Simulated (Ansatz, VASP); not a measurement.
# PbS in VASP and in Ansatz

```
Pb S
1.0
     3.65366    0.00000    0.00000
     0.00000    3.65366    0.00000
     0.00000    0.00000    3.65366
Pb S
1 1
Direct
  0.00000 0.00000 0.00000
  0.50000 0.50000 0.50000
```

Alike in both runs: task single point; functional PBE; k mesh 7 × 7 × 7; occupations gaussian, width 0.03 eV; no spin polarisation.

|  | VASP | Ansatz |
| --- | --- | --- |
| version | VASP 6.6.1 | Ansatz 0.2.0 |
| potentials or method | VASP PAW PBE potentials, release 64 (Pb_d, S) | Ansatz PAW |
| plane-wave cutoff (eV) | 520 | 420 |
| valence electrons in the cell | 20 | 20 |

```csv
,VASP,Ansatz,Ansatz less VASP
gap on the k mesh at the Fermi level (eV),0.10,0.10,-0.001
least direct gap on the mesh (eV),1.43,1.43,+0.003
pressure (GPa),0.2,0.3,+0.07
```

Neither program's run includes spin-orbit coupling. Noted on Ansatz's run: odd divisions of the mesh miss points on the zone boundary, where band edges often lie, so the gap on the mesh can be too wide.
